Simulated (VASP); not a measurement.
# PbSe (Fm-3m) in VASP: further runs, part 2 of 2

VASP 6.6.1.

### Step 3. Single point, PBE

INCAR reads:

```
SYSTEM = PbSe
ALGO = Normal
EDIFF = 1E-6
ENCUT = 520
GGA = PE
ISIF = 2
ISMEAR = 0
LASPH = .TRUE.
LCHARG = .TRUE.
LELF = .TRUE.
LREAL = .FALSE.
LVHAR = .TRUE.
LWAVE = .FALSE.
NBANDS = 17
NELM = 60
PREC = Accurate
SIGMA = 0.01
```

KPOINTS reads:

```
k-points
0
G
  6 6 6
  0 0 0
```

POSCAR reads:

```
PbSe
1.0
    0.0000000000      3.0887022195      3.0887022195
    3.0887022195      0.0000000000      3.0887022195
    3.0887022195      3.0887022195      0.0000000000
Pb Se
1 1
Direct
    0.0000000000      0.0000000000      0.0000000000
    0.5000000000      0.5000000000      0.5000000000
```

Potentials or basis: VASP PAW PBE potentials, release 64 (Pb_d, Se).

The run is started by

```bash
$ cat potpaw_PBE.64/Pb_d/POTCAR potpaw_PBE.64/Se/POTCAR > POTCAR
$ mpirun -np 1 vasp_std > vasp.out
```

OUTCAR:

```text
SYSTEM = PbSe
   EDIFF = 1E-6
   ENCUT = 520
   GGA = PE
   ISIF = 2
   ISMEAR = 0
   LASPH = .TRUE.
   LREAL = .FALSE.
   NELM = 60
   PREC = Accurate

 ion  position               nearest neighbor table
   1  0.000  0.000  0.000-   2 3.09   2 3.09   2 3.09   2 3.09   2 3.09   2 3.09
   2  0.500  0.500  0.500-   1 3.09   1 3.09   1 3.09   1 3.09   1 3.09   1 3.09

  LATTYP: Found a face centered cubic cell.
 ALAT       =     6.1774044390

  Lattice vectors:

 A1 = (   0.0000000000,   3.0887022195,   3.0887022195)
 A2 = (   3.0887022195,   0.0000000000,   3.0887022195)
 A3 = (   3.0887022195,   3.0887022195,   0.0000000000)

Analysis of symmetry for initial positions (statically):
=====================================================================
 Subroutine PRICEL returns:
 Original cell was already a primitive cell.

 Routine SETGRP: Setting up the symmetry group for a
 face centered cubic supercell.

 Subroutine GETGRP returns: Found 48 space group operations
 (whereof 48 operations were pure point group operations)
 out of a pool of 48 trial point group operations.

The static configuration has the point symmetry O_h .

Analysis of symmetry for dynamics (positions and initial velocities):
=====================================================================
 Subroutine PRICEL returns:
 Original cell was already a primitive cell.

 Routine SETGRP: Setting up the symmetry group for a
 face centered cubic supercell.

 Subroutine GETGRP returns: Found 48 space group operations
 (whereof 48 operations were pure point group operations)
 out of a pool of 48 trial point group operations.

The dynamic configuration has the point symmetry O_h .

 Subroutine INISYM returns: Found 48 space group operations
 (whereof 48 operations are pure point group operations),
 and found     1 'primitive' translations

----------------------------------------------------------------------------------------

                                     Primitive cell
[... 100 lines left out ...]
   IMIX   =      4    mixing-type and parameters
     AMIX     =   0.40;   BMIX     =  1.00
     AMIX_MAG =   1.60;   BMIX_MAG =  1.00
  volume/ion in A,a.u.               =      29.47       198.85
  Fermi-wavevector in a.u.,A,eV,Ry     =   1.141911  2.157898 17.741452  1.303960
  Thomas-Fermi vector in A             =   2.278610
   LORBIT       =      0    0 simple, 1 ext, 2 COOP (PROOUT), +10 PAW based schemes
   GGA     = PE    functional components
   LHFCALC =     F    Hartree Fock is set to
   AEXX    =    0.0000 exact exchange contribution
   IVDW    =     0    specifies the selected vdW correction
   LEPSILON=     F    determine dielectric tensor
   LRPA    =     F    only Hartree local field effects (RPA)
 non-spin polarized calculation
 Gauss-broadening in eV      SIGMA  =   0.01
  energy-cutoff  :      520.00
  volume of cell :       58.93
 maximum number of plane-waves:      1600
   NGX = 17   NGY = 17   NGZ = 17

 number of electron      19.9999993 magnetization

 Free energy of the ion-electron system (eV)
  ---------------------------------------------------
  ext. energy  EPLUGINS =         0.00000000
  ---------------------------------------------------
  free energy    TOTEN  =        -8.19776214 eV

  energy without entropy =       -8.19776214  energy(sigma->0) =       -8.19776214

 E-fermi :   4.7915     XC(G=0):  -9.4054

 val. band max:        4.7111481954   @ k =   0.5000   0.0000   0.0000
 cond. band min:       5.0917076666   @ k =   0.5000   0.0000   0.0000
 fundamental gap:      0.3805594711
 Fermi energy:         4.7915214332

 k-point     1 :       0.0000    0.0000    0.0000
  band No.  band energies     occupation
      1     -12.0598      2.00000
      2     -12.0598      2.00000
      3     -12.0598      2.00000
      4     -12.0546      2.00000
      5     -12.0546      2.00000
      6      -8.6341      2.00000
[... 297 lines left out ...]
      4     -12.0343      2.00000
      5     -12.0197      2.00000
      6      -7.2802      2.00000
[... 9 lines left out ...]
     16      16.2824      0.00000
     17      17.3627      0.00000

------------------------ aborting loop because EDIFF is reached ----------------------------------------

  FORCE on cell =-STRESS in cart. coord.  units (eV):
  Direction    XX          YY          ZZ          XY          YZ          ZX
  --------------------------------------------------------------------------------------
  -------------------------------------------------------------------------------------
  Total        0.3275971      0.3275971      0.3275971      0.0000000     -0.0000000     -0.0000000
  in kB        8.9062016      8.9062016      8.9062016      0.0000000     -0.0000000     -0.0000000
  external PRESSURE =       8.9062016 kB  Pullay stress =       0.0000000 kB

 VOLUME and BASIS-vectors are now :
 -----------------------------------------------------------------------------
  energy-cutoff  :      520.00
  volume of cell :       58.93
      direct lattice vectors                 reciprocal lattice vectors
     0.000000000  3.088702220  3.088702220    -0.161880286  0.161880286  0.161880286
     3.088702220  0.000000000  3.088702220     0.161880286 -0.161880286  0.161880286
     3.088702220  3.088702220  0.000000000     0.161880286  0.161880286 -0.161880286

 POSITION                                       TOTAL-FORCE (eV/Angst)
 -----------------------------------------------------------------------------------
      0.00000      0.00000      0.00000        -0.000000     -0.000000     -0.000000
      3.08870      3.08870      3.08870         0.000000      0.000000      0.000000
 -----------------------------------------------------------------------------------
    total drift:                                0.000000     -0.000000     -0.000000

  FREE ENERGIE OF THE ION-ELECTRON SYSTEM (eV)
  ---------------------------------------------------
  free  energy   TOTEN  =        -8.1977621424 eV

  energy  without entropy=       -8.1977621424  energy(sigma->0) =       -8.19776214
```

OSZICAR:

```text
N       E                     dE             d eps       ncg     rms          rms(c)
DAV:   1     0.159518451052E+03    0.15952E+03   -0.94227E+03   544   0.121E+03
DAV:   2     0.303106809715E+01   -0.15649E+03   -0.15213E+03   562   0.310E+02
DAV:   3    -0.824904763402E+01   -0.11280E+02   -0.11210E+02   742   0.895E+01
DAV:   4    -0.849524213614E+01   -0.24619E+00   -0.24605E+00   630   0.149E+01
DAV:   5    -0.850346810069E+01   -0.82260E-02   -0.82256E-02   797   0.264E+00    0.273E+00
DAV:   6    -0.819879074397E+01    0.30468E+00   -0.76902E-01   789   0.581E+00    0.151E+00
DAV:   7    -0.819465446589E+01    0.41363E-02   -0.12416E-01   674   0.166E+00    0.853E-01
DAV:   8    -0.819826894827E+01   -0.36145E-02   -0.14432E-02   628   0.127E+00    0.195E-01
DAV:   9    -0.819766778481E+01    0.60116E-03   -0.31343E-03   819   0.523E-01    0.564E-02
DAV:  10    -0.819775494172E+01   -0.87157E-04   -0.23422E-04   602   0.885E-02    0.199E-02
DAV:  11    -0.819776212417E+01   -0.71825E-05   -0.54056E-05   734   0.744E-02    0.784E-03
DAV:  12    -0.819776214236E+01   -0.18193E-07   -0.28742E-06   686   0.115E-02
   1 F= -.81977621E+01 E0= -.81977621E+01  d E =-.920931E-32
```

It took 13 s on 1 thread of AMD EPYC 7R43 (Zen 3), shared host; peak memory 0.14 GiB.

Results:

| Item | Value |
| --- | --- |
| Free energy | -8.1978 eV |
| Pressure | 0.9 GPa |
| Band gap on the k mesh | 0.38 eV, direct |

Levels at points of the mesh, in eV from the valence-band top:
| k point | band 8 | band 9 | band 10 | band 11 | band 12 | band 13 |
| --- | --- | --- | --- | --- | --- | --- |
| (0.00, 0.00, 0.00) | -1.73 | -1.73 | -1.73 | 4.67 | 4.67 | 4.67 |
| (0.50, 0.00, 0.00) | -1.35 | -1.35 | 0.00 | 0.38 | 1.78 | 1.78 |
| (0.50, 0.50, 0.00) | -4.74 | -3.04 | -3.04 | 3.83 | 5.53 | 5.53 |

Caveat: spin-orbit coupling is left out, which moves the levels of the heavy elements. A k mesh can miss the band edges.

### Step 4. Single point, r2SCAN

POSCAR is that of step 3.

INCAR.step1 reads:

```
PREC = Accurate ; ENCUT = 520
ISMEAR = 0 ; SIGMA = 0.01
LREAL = False ; LASPH = True
NELM = 80 ; NBANDS = 17
GGA = PE ; ALGO = Normal
EDIFF = 1E-4 ; LWAVE = True
LCHARG = False
```

INCAR.step2 reads:

```
PREC = Accurate ; ENCUT = 520
EDIFF = 1E-7 ; ISMEAR = 0
SIGMA = 0.01 ; LREAL = False
LASPH = True ; NELM = 80
ALGO = Normal ; ISIF = 2
LWAVE = False ; LCHARG = True
METAGGA = R2SCAN ; LMIXTAU = True
LELF = True ; LVHAR = True
NBANDS = 17 ; ISTART = 1
```

KPOINTS reads:

```
Automatic mesh
0
Gamma
  6 6 6
```

The run is started by

```bash
$ cat potpaw_PBE.64/Pb_d/POTCAR potpaw_PBE.64/Se/POTCAR > POTCAR
$ cp INCAR.step1 INCAR
$ mpirun -np 1 vasp_std > vasp.out
$ cp INCAR.step2 INCAR
$ mpirun -np 1 vasp_std > vasp.out
```

Run time: 69 s. Hardware: 1 thread of AMD EPYC 7R43 (Zen 3), shared host; peak memory 0.16 GiB.

The run converged. Its results:

```
Free energy            : -71.9412 eV
Pressure               : 0.0 GPa
Band gap on the k mesh : 0.67 eV, direct
```

Levels at points of the mesh, in eV from the valence-band top:
```csv
k point,band 8,band 9,band 10,band 11,band 12,band 13
"(0.00, 0.00, 0.00)",-1.88,-1.88,-1.88,5.00,5.00,5.00
"(0.50, 0.00, 0.00)",-1.48,-1.48,0.00,0.67,2.00,2.00
"(0.50, 0.50, 0.00)",-4.90,-3.19,-3.19,4.16,5.91,5.91
```

Caveat: the PAW data sets were made with another functional, which shifts forces and pressure a little; spin-orbit coupling is left out, which moves the levels of the heavy elements.

### Step 5. Single point, PBE

INCAR reads:

```
SYSTEM = PbSe
  PREC = Accurate
  ENCUT = 520
  EDIFF = 1E-6
  ISMEAR = 0
  SIGMA = 0.01
  LREAL = .FALSE.
  LASPH = .TRUE.
  NELM = 60
  ALGO = Normal
  ISIF = 2
  LWAVE = .FALSE.
  LCHARG = .FALSE.
  GGA = PE
  NBANDS = 17
```

KPOINTS reads:

```
regular mesh
0
G
  8 8 8
  0 0 0
```

POSCAR is that of step 4.

The run is started by

```bash
$ cat potpaw_PBE.64/Pb_d/POTCAR potpaw_PBE.64/Se/POTCAR > POTCAR
$ mpirun -np 1 vasp_std > vasp.out
```

Wall time 22 s (1 thread of AMD EPYC 7R43 (Zen 3), shared host); peak memory 0.15 GiB.

Results (log left out):

* Free energy: -8.1952 eV
* Pressure: 0.9 GPa
* Band gap on the k mesh: 0.38 eV, direct

Levels at points of the mesh, in eV from the valence-band top:
| k point | band 7 | band 8 | band 9 | band 10 | band 11 | band 12 | band 13 | band 14 |
| --- | --- | --- | --- | --- | --- | --- | --- | --- |
| (0.00, 0.00, 0.00) | -6.33 | -1.73 | -1.73 | -1.73 | 4.67 | 4.67 | 4.67 | 6.60 |
| (0.50, 0.00, 0.00) | -8.63 | -1.35 | -1.35 | 0.00 | 0.38 | 1.78 | 1.78 | 8.54 |
| (0.50, 0.50, 0.00) | -7.32 | -4.74 | -3.04 | -3.04 | 3.83 | 5.53 | 5.53 | 5.95 |

Caveat: spin-orbit coupling is left out, which moves the levels of the heavy elements. A k mesh can miss the band edges.

### Step 6. Overview

```tsv
level	k mesh	gap on the mesh (eV)	pressure (GPa)
PBE	6 × 6 × 6	0.38	0.9
r2SCAN	6 × 6 × 6	0.67	0.0
PBE	8 × 8 × 8	0.38	0.9
```

Alike in all rows: task single point; potentials or basis VASP PAW PBE potentials, release 64 (Pb_d, Se); no spin polarisation; cell as given; cutoff (eV) 520; smearing gaussian 0.01 eV.

On the cell as given the gap runs from 0.38 eV (PBE) to 0.67 eV (r2SCAN); the meshes differ, which moves gaps too. The pressure there spans 0.0 GPa (r2SCAN) to 0.9 GPa (PBE); a positive pressure means that this level wants a larger cell, a negative one a smaller.

Caveats: spin-orbit coupling is left out, which moves the levels of the heavy elements; the PAW data sets were made with another functional, which shifts forces and pressure a little (some runs).

Absolute energies hang on the potentials; compare differences alone.
